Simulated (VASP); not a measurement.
A run of VASP 6.6.1 is set up as follows.

File POSCAR:

```
Sc2SnS4
1.0
   -2.5322400662      2.5322400662      6.4566253037
    2.5322400662     -2.5322400662      6.4566253037
    2.5322400662      2.5322400662     -6.4566253037
Sc Sn S
2 1 4
Direct
    0.6219970400      0.6219970400      0.0000000000
    0.3780029600      0.3780029600      0.0000000000
    0.0000000000      0.0000000000      0.0000000000
    0.0000000000      0.5000000000      0.5000000000
    0.5000000000      0.0000000000      0.5000000000
    0.7980338065      0.7980338065      0.0000000000
    0.2019661935      0.2019661935      0.0000000000
```

INCAR.step1

```
PREC     = Accurate       # precision mode
ENCUT    = 520            # plane-wave cutoff, eV
ISMEAR   = -1             # smearing method
SIGMA    = 0.03           # smearing width, eV
LREAL    = False          # projectors in reciprocal space
LASPH    = True           # aspherical terms in the spheres
NELM     = 100            # most SCF steps
NBANDS   = 39             # bands
GGA      = PE             # functional
ALGO     = Normal         # electronic algorithm
EDIFF    = 1E-4           # SCF threshold, eV
LWAVE    = True           # write WAVECAR
LCHARG   = False          # write CHGCAR
```

Contents of INCAR.step2:

```
PREC     = Accurate       # precision mode
ENCUT    = 520            # plane-wave cutoff, eV
EDIFF    = 1E-6           # SCF threshold, eV
ISMEAR   = -1             # smearing method
SIGMA    = 0.03           # smearing width, eV
LREAL    = False          # projectors in reciprocal space
LASPH    = True           # aspherical terms in the spheres
NELM     = 100            # most SCF steps
ALGO     = Normal         # electronic algorithm
ISIF     = 2              # what is computed and relaxed
LWAVE    = False          # write WAVECAR
LCHARG   = False          # write CHGCAR
METAGGA  = R2SCAN         # meta-GGA
LMIXTAU  = True         
LUSE_VDW = True         
IVDW_NL  = 2            
BPARAM   = 11.95        
CPARAM   = 0.0093       
NBANDS   = 39             # bands
ISTART   = 1
```

File KPOINTS:

```
regular mesh
0
Gamma
  6 6 6
```

Potentials or basis: VASP PAW PBE potentials, release 64 (Sc_sv, Sn_d, S).

Launch:

```console
$ cat potpaw_PBE.64/Sc_sv/POTCAR potpaw_PBE.64/Sn_d/POTCAR potpaw_PBE.64/S/POTCAR > POTCAR
$ cp INCAR.step1 INCAR
$ mpirun -np 1 vasp_std > vasp.out
$ cp INCAR.step2 INCAR
$ mpirun -np 1 vasp_std > vasp.out
```

(1) What does it give for the pressure?

(2) Estimate the band gap on the k mesh.

(3) Predict the largest force.

Answers

(1) 0.2 GPa.

(2) zero (bands 30 and 31 overlap by 0.36 eV).

(3) 0.074 eV/Å.

Caveat: semilocal functionals underestimate gaps, and a narrow one can read as zero; the PAW data sets were made with another functional, which shifts forces and pressure a little; spin-orbit coupling is left out, which moves the levels of the heavy elements.
